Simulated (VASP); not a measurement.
Here is a VASP 6.6.1 calculation.

The input INCAR:

```
SYSTEM = YIn3N4
ALGO = Normal
EDIFF = 1E-7
ENCUT = 520
GGA = PE
ISIF = 2
ISMEAR = 0
LASPH = .True.
LCHARG = .False.
LREAL = .False.
LWAVE = .False.
NBANDS = 45
NELM = 60
PREC = Accurate
SIGMA = 0.01
```

The input KPOINTS:

```
k-points
0
Gamma
  6 6 2
  0 0 0
```

Contents of POSCAR:

```
YIn3N4
1.0
    3.5692306430      0.0000000000      0.0000000000
   -1.7846153215      3.0910444088      0.0000000000
    0.0000000000      0.0000000000     11.3426528107
In Y N
3 1 4
Direct
    0.3333333333      0.6666666667      0.0030044521
    0.3333333333      0.6666666667      0.4950109370
    0.6666666667      0.3333333333      0.2488378415
    0.6666666667      0.3333333333      0.7445716009
    0.3333333333      0.6666666667      0.1927630929
    0.3333333333      0.6666666667      0.6837441287
    0.6666666667      0.3333333333      0.4388200608
    0.6666666667      0.3333333333      0.9432478861
```

Potentials or basis: VASP PAW PBE potentials, release 64 (In_d, Y_sv, N).

Command:

```console
$ cat potpaw_PBE.64/In_d/POTCAR potpaw_PBE.64/Y_sv/POTCAR potpaw_PBE.64/N/POTCAR > POTCAR
$ mpirun -np 1 vasp_std > vasp.out
```

(1) What does it give for the pressure?

(2) Estimate the largest force.

Answers

(1) 8.4 GPa.

(2) 0.134 eV/Å.

Caveat: the cell stands under pressure.
